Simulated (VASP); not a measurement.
Crystal: KNbO3.

```
CELL_PARAMETERS angstrom
4.02918 0.00000 0.00000
0.00000 4.02918 0.00000
0.00000 0.00000 4.02918
ATOMIC_POSITIONS crystal
K 0.00000 0.00000 0.00000
Nb 0.50000 0.50000 0.50000
O 0.00000 0.50000 0.50000
O 0.50000 0.00000 0.50000
O 0.50000 0.50000 0.00000
```

Base run:

- Program: VASP 6.6.1
- Functional: PBE
- Potentials or basis: VASP PAW PBE potentials, release 64 (K_sv, Nb_sv, O)
- Cutoff: 600 eV
- k mesh: 6 × 6 × 6
- Occupations: methfessel-paxton, width 0.05 eV
- Spin: no spin polarisation

Its results: band gap on the k mesh 1.51 eV, indirect (least direct gap 2.17 eV); pressure -0.6 GPa.

Question: The run is repeated on the same cell with these changes: hubbard terms from none to Nb d U = 4.0 eV. What comes out?

Answer: Band gap on the k mesh 1.96 eV, indirect (least direct gap 2.69 eV); pressure 1.9 GPa.

The U term pushes filled and empty states of the shell apart.

A k mesh can miss the band edges.
